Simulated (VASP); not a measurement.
# TaN (P4/nmm) in VASP: a series of runs

TaN is run at these levels: PBEsol; tasks: single point.

Everything below comes from runs of VASP 6.6.1. Logs are shortened: lines on timing, memory, paths and dates and some standing lists are left out, and cuts for length are marked.

## (1) The cell of the first run

The structure is tetragonal, space group P4/nmm (No. 129). Conventional cell: a = 3.094 Å, b = 3.094 Å, c = 4.375 Å, α = 90.00°, β = 90.00°, γ = 90.00°. Ta (site symmetry 4mm) has 6 N at 2.05 to 2.33 Å within 2.7 Å. Within 2.7 Å of N (site symmetry 4mm) lie 6 Ta at 2.05 to 2.33 Å.

## (2) Single point, PBEsol (mode 1 frozen in at -0.261 Å and mode 2 at +0.000 Å (largest displacements))

Input file INCAR:

```
PREC = Accurate
ENCUT = 520
EDIFF = 1E-6
ISMEAR = 0
SIGMA = 0.15
LREAL = False
LASPH = True
NELM = 100
ALGO = Normal
ISIF = 2
LWAVE = False
LCHARG = True
GGA = PS
LELF = True
LVHAR = True
NBANDS = 24
```

Input file KPOINTS:

```
Automatic mesh
0
Gamma
  14 14 10
```

Input file POSCAR:

```
TaN
1.0
    0.0000000000     -2.1874436362     -2.1874436362
    0.0000000000      2.1874436362     -2.1874436362
    4.3748872723      0.0000000000      0.0000000000
Ta N
2 2
Direct
    0.5000000000      0.5000000000     -0.0278415704
    0.0000000000      0.0000000000      0.5278415704
    0.5000000000      0.5000000000      0.4403413200
    0.0000000000      0.0000000000      0.0596586800
```

Potentials or basis: VASP PAW PBE potentials, release 64 (Ta_pv, N).

Started as:

```bash
$ cat potpaw_PBE.64/Ta_pv/POTCAR potpaw_PBE.64/N/POTCAR > POTCAR
$ mpirun -np 1 vasp_std > vasp.out
```

OUTCAR:

```text
PREC = Accurate
   ENCUT = 520
   EDIFF = 1E-6
   ISMEAR = 0
   LREAL = False
   LASPH = True
   NELM = 100
   ISIF = 2
   GGA = PS

 ion  position               nearest neighbor table
   1  0.500  0.500  0.972-   3 2.05   4 2.22   4 2.22   4 2.22   4 2.22   3 2.33   2 2.93   2 2.93
                             2 2.93   2 2.93   2 3.27   2 3.27   2 3.27   2 3.27
   2  0.000  0.000  0.528-   4 2.05   3 2.22   3 2.22   3 2.22   3 2.22   4 2.33   1 2.93   1 2.93
                             1 2.93   1 2.93   1 3.27   1 3.27   1 3.27   1 3.27
   3  0.500  0.500  0.440-   1 2.05   2 2.22   2 2.22   2 2.22   2 2.22   1 2.33
   4  0.000  0.000  0.060-   2 2.05   1 2.22   1 2.22   1 2.22   1 2.22   2 2.33

  LATTYP: Found a simple tetragonal cell.
 ALAT       =     3.0935124572
 C/A-ratio  =     1.4142135623

  Lattice vectors:

 A1 = (   0.0000000000,  -2.1874436362,  -2.1874436362)
 A2 = (   0.0000000000,   2.1874436362,  -2.1874436362)
 A3 = (   4.3748872723,   0.0000000000,   0.0000000000)

Analysis of symmetry for initial positions (statically):
=====================================================================
 Subroutine PRICEL returns:
 Original cell was already a primitive cell.

 Routine SETGRP: Setting up the symmetry group for a
 simple tetragonal supercell.

 Subroutine GETGRP returns: Found 16 space group operations
 (whereof  8 operations were pure point group operations)
 out of a pool of 16 trial point group operations.

The static configuration has the point symmetry C_4v.
 The point group associated with its full space group is D_4h.

Analysis of symmetry for dynamics (positions and initial velocities):
=====================================================================
 Subroutine PRICEL returns:
 Original cell was already a primitive cell.

 Routine SETGRP: Setting up the symmetry group for a
 simple tetragonal supercell.

 Subroutine GETGRP returns: Found 16 space group operations
 (whereof  8 operations were pure point group operations)
 out of a pool of 16 trial point group operations.

The dynamic configuration has the point symmetry C_4v.
 The point group associated with its full space group is D_4h.

 Subroutine INISYM returns: Found 16 space group operations
 (whereof  8 operations are pure point group operations),
 and found     1 'primitive' translations

----------------------------------------------------------------------------------------

                                     Primitive cell

  volume of cell :      41.8669

  direct lattice vectors                    reciprocal lattice vectors
     0.000000000 -2.187443636 -2.187443636     0.000000000 -0.228577318 -0.228577318
     0.000000000  2.187443636 -2.187443636     0.000000000  0.228577318 -0.228577318
     4.374887272  0.000000000  0.000000000     0.228577318  0.000000000  0.000000000

  length of vectors
     3.093512457  3.093512457  4.374887272     0.323257143  0.323257143  0.228577318

  position of ions in fractional coordinates (direct lattice)
     0.500000000  0.500000000  0.972158430
     0.000000000  0.000000000  0.527841570
     0.500000000  0.500000000  0.440341320
     0.000000000  0.000000000  0.059658680

  ion indices of the primitive-cell ions
   primitive index   ion index
                 1           1
                 2           2
                 3           3
                 4           4

----------------------------------------------------------------------------------------

 KPOINTS: Automatic mesh

Automatic generation of k-mesh.
 Grid dimensions read from file:
 generate k-points for:   14   14   10

 Generating k-lattice:

  Cartesian coordinates                     Fractional coordinates (reciprocal lattice)
     0.000000000 -0.016326951 -0.016326951     0.071428571  0.000000000  0.000000000
     0.000000000  0.016326951 -0.016326951     0.000000000  0.071428571  0.000000000
     0.022857732  0.000000000  0.000000000     0.000000000  0.000000000  0.100000000

  Length of vectors
     0.023089796  0.023089796  0.022857732

  Shift w.r.t. Gamma in fractional coordinates (k-lattice)
     0.000000000  0.000000000  0.000000000

 Subroutine IBZKPT returns following result:
 ===========================================

 Found    216 irreducible k-points:

 Following reciprocal coordinates:
            Coordinates               Weight
  0.000000  0.000000  0.000000      1.000000
  0.071429  0.000000  0.000000      4.000000
  0.142857  0.000000  0.000000      4.000000
  0.214286  0.000000  0.000000      4.000000
  0.285714  0.000000  0.000000      4.000000
  0.357143  0.000000  0.000000      4.000000
[... 16 lines left out ...]
  0.285714  0.214286  0.000000      8.000000
  0.357143  0.214286  0.000000      8.000000
 [... further k-points ...]
   k-points           NKPTS =    216   k-points in BZ     NKDIM =    216   number of bands    NBANDS=     24
   number of dos      NEDOS =    301   number of ions     NIONS =      4
   total plane-waves  NPLWV =  20736
   dimension x,y,z NGX =    24 NGY =   24 NGZ =   36
   dimension x,y,z NGXF=    48 NGYF=   48 NGZF=   72
   ions per type =               2   2
   NGX,Y,Z   is equivalent  to a cutoff of  12.90, 12.90, 13.68 a.u.
   NGXF,Y,Z  is equivalent  to a cutoff of  25.80, 25.80, 27.36 a.u.
 SYSTEM =  unknown system
   PREC   = accura    normal or accurate (medium, high low for compatibility)
   ISTART =      0    job   : 0-new  1-cont  2-samecut
   ICHARG =      2    charge: 1-file 2-atom 10-const
   ISPIN  =      1    spin polarized calculation?
   LNONCOLLINEAR =      F non collinear calculations
   LSORBIT =      F    spin-orbit coupling
   LASPH  =      T    aspherical Exc in radial PAW
   ENCUT  =  520.0 eV  38.22 Ry    6.18 a.u.   5.75  5.75  8.13*2*pi/ulx,y,z
   NELM   =    100;   NELMIN=  2; NELMDL= -5     # of ELM steps
   EDIFF  = 0.1E-05   stopping-criterion for ELM
   LREAL  =      F    real-space projection
[... 7 lines left out ...]
   TEBEG  =    0.0;   TEEND  =   0.0 temperature during run
   PSTRESS=    0.0 pullay stress
   NELECT =      32.0000    total number of electrons
   NUPDOWN=      -1.0000    fix difference up-down
   EMIN   =  10.00;   EMAX   =-10.00  energy-range for DOS
   EFERMI =   0.00;   METHOD = LEGACY
   ISMEAR =     0;   SIGMA  =   0.15  broadening in eV -4-tet -1-fermi 0-gaus
   EFERMI_NEDOS =   21; number of points for ismear=-14 and -15
   IALGO  =     38    algorithm
   IMIX   =      4    mixing-type and parameters
     AMIX     =   0.40;   BMIX     =  1.00
     AMIX_MAG =   1.60;   BMIX_MAG =  1.00
  volume/ion in A,a.u.               =      10.47        70.63
  Fermi-wavevector in a.u.,A,eV,Ry     =   1.496814  2.828569 30.483219  2.240453
  Thomas-Fermi vector in A             =   2.608783
   LORBIT       =      0    0 simple, 1 ext, 2 COOP (PROOUT), +10 PAW based schemes
   GGA     = PS    functional components
   LHFCALC =     F    Hartree Fock is set to
   AEXX    =    0.0000 exact exchange contribution
   IVDW    =     0    specifies the selected vdW correction
   LEPSILON=     F    determine dielectric tensor
   LRPA    =     F    only Hartree local field effects (RPA)
 non-spin polarized calculation
 Gauss-broadening in eV      SIGMA  =   0.15
  energy-cutoff  :      520.00
  volume of cell :       41.87
 maximum number of plane-waves:      1176
 NGX is ok and might be reduce to    24
   NGX = 11   NGY = 11   NGZ = 17

 number of electron      32.0000006 magnetization

 Free energy of the ion-electron system (eV)
  ---------------------------------------------------
  ext. energy  EPLUGINS =         0.00000000
  ---------------------------------------------------
  free energy    TOTEN  =       -46.36467136 eV

  energy without entropy =      -46.34821289  energy(sigma->0) =      -46.35644213

 E-fermi :   9.0216     XC(G=0): -13.6771

 val. band max:        9.0189719446   @ k =   0.0714   0.0714   0.3000
 cond. band min:       9.0258635889   @ k =   0.3571   0.0000   0.2000
 fundamental gap:      0.0068916443
 Fermi energy:         9.0215972491

 k-point     1 :       0.0000    0.0000    0.0000
  band No.  band energies     occupation
      1     -26.9477      2.00000
      2     -26.5254      2.00000
      3     -26.5254      2.00000
      4     -26.1654      2.00000
      5     -26.1654      2.00000
      6     -26.1409      2.00000
[... 16 lines left out ...]
     23      13.2089      0.00000
     24      13.3579      0.00000

 k-point     2 :       0.0714    0.0000    0.0000
  band No.  band energies     occupation
      1     -26.9371      2.00000
      2     -26.5488      2.00000
      3     -26.5183      2.00000
      4     -26.1946      2.00000
      5     -26.1671      2.00000
      6     -26.1455      2.00000
[... 16 lines left out ...]
     23      13.0984      0.00000
     24      13.2580      0.00000

 k-point     3 :       0.1429    0.0000    0.0000
  band No.  band energies     occupation
      1     -26.9068      2.00000
      2     -26.6116      2.00000
      3     -26.4975      2.00000
      4     -26.2752      2.00000
      5     -26.1724      2.00000
      6     -26.1613      2.00000
[... 16 lines left out ...]
     23      13.1427      0.00000
     24      13.3843      0.00000

 k-point     4 :       0.2143    0.0000    0.0000
  band No.  band energies     occupation
      1     -26.8621      2.00000
      2     -26.6968      2.00000
      3     -26.4651      2.00000
      4     -26.3872      2.00000
      5     -26.1916      2.00000
      6     -26.1825      2.00000
[... 16 lines left out ...]
     23      13.3314      0.00000
     24      13.5710      0.00000

 k-point     5 :       0.2857    0.0000    0.0000
  band No.  band energies     occupation
      1     -26.8172      2.00000
      2     -26.7838      2.00000
      3     -26.4973      2.00000
      4     -26.4244      2.00000
      5     -26.2379      2.00000
      6     -26.1984      2.00000
[... 451 lines left out ...]
 k-point    22 :       0.2143    0.2143    0.0000
  band No.  band energies     occupation
      1     -26.7952      2.00000
      2     -26.7145      2.00000
      3     -26.5632      2.00000
      4     -26.4942      2.00000
      5     -26.2769      2.00000
      6     -26.2216      2.00000
[... 16 lines left out ...]
     23      13.3229      0.00000
     24      14.1085      0.00000

 k-point    23 :       0.2857    0.2143    0.0000
  band No.  band energies     occupation
      1     -26.7818      2.00000
      2     -26.7738      2.00000
      3     -26.5606      2.00000
      4     -26.5463      2.00000
      5     -26.3036      2.00000
      6     -26.2540      2.00000
[... 16 lines left out ...]
     23      13.3822      0.00000
     24      14.4981      0.00000

 k-point    24 :       0.3571    0.2143    0.0000
  band No.  band energies     occupation
      1     -26.8491      2.00000
      2     -26.8032      2.00000
      3     -26.5684      2.00000
      4     -26.5122      2.00000
      5     -26.3266      2.00000
      6     -26.2966      2.00000
[... 16 lines left out ...]
     23      13.4702      0.00000
     24      15.0389      0.00000

 [... further k-points ...]
[... 5 lines left out ...]
  --------------------------------------------------------------------------------------
  -------------------------------------------------------------------------------------
  Total        7.6573834     -2.3278840     -2.3278840      0.0000000      0.0000000      0.0000000
  in kB      293.0355882    -89.0843307    -89.0843307      0.0000000      0.0000000      0.0000000
  external PRESSURE =      38.2889756 kB  Pullay stress =       0.0000000 kB

 VOLUME and BASIS-vectors are now :
 -----------------------------------------------------------------------------
  energy-cutoff  :      520.00
  volume of cell :       41.87
      direct lattice vectors                 reciprocal lattice vectors
     0.000000000 -2.187443636 -2.187443636     0.000000000 -0.228577318 -0.228577318
     0.000000000  2.187443636 -2.187443636     0.000000000  0.228577318 -0.228577318
     4.374887272  0.000000000  0.000000000     0.228577318  0.000000000  0.000000000

 POSITION                                       TOTAL-FORCE (eV/Angst)
 -----------------------------------------------------------------------------------
      4.25308      0.00000     -2.18744        -0.652636     -0.000000     -0.000000
      2.30925      0.00000      0.00000         0.652636      0.000000      0.000000
      1.92644      0.00000     -2.18744         1.899845     -0.000000     -0.000000
      0.26100      0.00000      0.00000        -1.899845      0.000000      0.000000
 -----------------------------------------------------------------------------------
    total drift:                               -0.000000     -0.000000      0.000000

  FREE ENERGIE OF THE ION-ELECTRON SYSTEM (eV)
  ---------------------------------------------------
  free  energy   TOTEN  =       -46.3646713629 eV

  energy  without entropy=      -46.3482128898  energy(sigma->0) =      -46.35644213
```

Run time: 2.3 min. Hardware: 1 thread of AMD EPYC 7R13 (Zen 3), shared host; peak memory 0.27 GiB.

Results:

| Item | Value |
| --- | --- |
| Free energy | -46.3647 eV |
| Pressure | 3.8 GPa |
| Largest force | 1.900 eV/Å |
| Band gap on the k mesh | zero (band 16 reaches 10.75 eV, above the bottom of band 17 at 8.05 eV) |

Forces in eV/Å, atoms in the order of the input:
```
Ta  -0.653  0.000  0.000
Ta   0.653  0.000  0.000
N    1.900  0.000  0.000
N   -1.900  0.000  0.000
```

Caveat: the cell differs from its parent crystal (mode 1 frozen in at -0.261 Å and mode 2 at +0.000 Å (largest displacements)); the PAW data sets were made with another functional, which shifts forces and pressure a little; spin-orbit coupling is left out, which moves the levels of the heavy elements.

## (3) Single point, PBEsol (mode 1 frozen in at -0.131 Å and mode 2 at +0.000 Å (largest displacements))

Input file INCAR:

```
PREC = Accurate ; ENCUT = 520
EDIFF = 1E-7 ; ISMEAR = 0
SIGMA = 0.15 ; LREAL = False
LASPH = True ; NELM = 60
ALGO = Normal ; ISIF = 2
LWAVE = False ; LCHARG = False
GGA = PS ; NBANDS = 24
```

KPOINTS is that of step 2.

Input file POSCAR:

```
TaN
1.0
    0.0000000000     -2.1874436362     -2.1874436362
    0.0000000000      2.1874436362     -2.1874436362
    4.3748872723      0.0000000000      0.0000000000
Ta N
2 2
Direct
    0.5000000000      0.5000000000     -0.0139207852
    0.0000000000      0.0000000000      0.5139207852
    0.5000000000      0.5000000000      0.4701706600
    0.0000000000      0.0000000000      0.0298293400
```

Potentials or basis: VASP PAW PBE potentials, release 64 (Ta_pv, N).

Started as:

```bash
$ cat potpaw_PBE.64/Ta_pv/POTCAR potpaw_PBE.64/N/POTCAR > POTCAR
$ mpirun -np 1 vasp_std > vasp.out
```

Run time: 3.1 min. Hardware: 1 thread of AMD EPYC 7R13 (Zen 3), shared host; peak memory 0.27 GiB.

The run converged. Its results:

| Property | Result |
| --- | --- |
| Free energy | -46.5176 eV |
| Pressure | 1.5 GPa |
| Largest force | 1.326 eV/Å |
| Band gap on the k mesh | zero (band 16 reaches 11.14 eV, above the bottom of band 17 at 7.67 eV) |

Forces on the atoms (eV/Å):
```
Ta  -1.326  0.000  0.000
Ta   1.326  0.000  0.000
N    0.420  0.000  0.000
N   -0.420  0.000  0.000
```

Stress tensor (GPa, compression positive):
```
11.17  0.00  0.00
 0.00 -3.36  0.00
 0.00  0.00 -3.36
```

Levels at points of the mesh, in eV from the Fermi level:
| k point | band 12 | band 13 | band 14 | band 15 | band 16 | band 17 | band 18 | band 19 | band 20 | band 21 |
| --- | --- | --- | --- | --- | --- | --- | --- | --- | --- | --- |
| (0.00, 0.00, 0.00) | -4.70 | -3.62 | -3.56 | -3.56 | -1.95 | -1.69 | -1.69 | 0.21 | 0.48 | 1.68 |
| (0.50, 0.00, 0.00) | -7.02 | -6.38 | -6.38 | 0.26 | 0.26 | 0.50 | 0.50 | 2.17 | 2.17 | 3.38 |
| (0.50, 0.50, 0.00) | -4.91 | -4.53 | -4.53 | -4.41 | -4.41 | 2.50 | 2.50 | 3.82 | 3.82 | 3.95 |
| (0.00, 0.00, 0.50) | -5.24 | -4.30 | -4.19 | -4.19 | -3.76 | 0.97 | 0.97 | 0.97 | 1.41 | 2.31 |
| (0.50, 0.00, 0.50) | -7.41 | -7.39 | -7.39 | 1.79 | 1.79 | 2.07 | 2.07 | 2.16 | 2.16 | 4.33 |
| (0.50, 0.50, 0.50) | -7.35 | -5.90 | -5.90 | -1.25 | -1.25 | 1.60 | 1.60 | 3.83 | 3.83 | 4.25 |

Caveat: the cell differs from its parent crystal (mode 1 frozen in at -0.131 Å and mode 2 at +0.000 Å (largest displacements)); the PAW data sets were made with another functional, which shifts forces and pressure a little; spin-orbit coupling is left out, which moves the levels of the heavy elements.

(Continued in part 2 of 2.)
